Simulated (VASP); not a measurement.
The system is Cd.

```
CELL_PARAMETERS angstrom
0.00000 2.21000 2.21000
2.21000 0.00000 2.21000
2.21000 2.21000 0.00000
ATOMIC_POSITIONS crystal
Cd 0.00000 0.00000 0.00000
```

This isn't the form of Cd at room conditions, which is hcp.

- Program: VASP 6.6.1
- Task: relaxation of cell and atoms
- Functional: pbesol exchange, lda correlation
- Potentials or basis: VASP PAW PBE potentials, release 64 (Cd)
- Cutoff: 500 eV
- k mesh: 9 × 9 × 9
- Occupations: methfessel-paxton, width 0.1 eV
- Spin: no spin polarisation

At the start: pressure 6.1 GPa; volume 21.59 Å³/atom.

Problem. How do energy, volume and symmetry change on relaxing?

Solution. Over 3 steps the energy falls by 51.6 meV/atom and the volume is 24.79 Å³/atom (+14.8 %); space group Fm-3m (No. 225, to 0.1 Å) before and after.

Step by step:
| step | energy change (eV) | largest force (eV/Å) | pressure (GPa) | volume (Å³) |
| --- | --- | --- | --- | --- |
| 1 | 0.0000 | 0.0000 | 6.14 | 21.59 |
| 2 | -0.0508 | 0.0000 | 0.59 | 24.28 |
| 3 | -0.0516 | 0.0000 | -0.10 | 24.79 |

Final structure:
```cif
data_structure
_symmetry_space_group_name_H-M 'P 1'
_symmetry_Int_Tables_number 1
_cell_length_a 3.2728
_cell_length_b 3.2728
_cell_length_c 3.2728
_cell_angle_alpha 60.000
_cell_angle_beta 60.000
_cell_angle_gamma 60.000
_cell_volume 24.79
loop_
_atom_site_label
_atom_site_type_symbol
_atom_site_fract_x
_atom_site_fract_y
_atom_site_fract_z
_atom_site_occupancy
Cd1 Cd 0.00000 0.00000 0.00000 1
```

Caveat: the PAW data sets were made with another functional, which shifts forces and pressure a little.
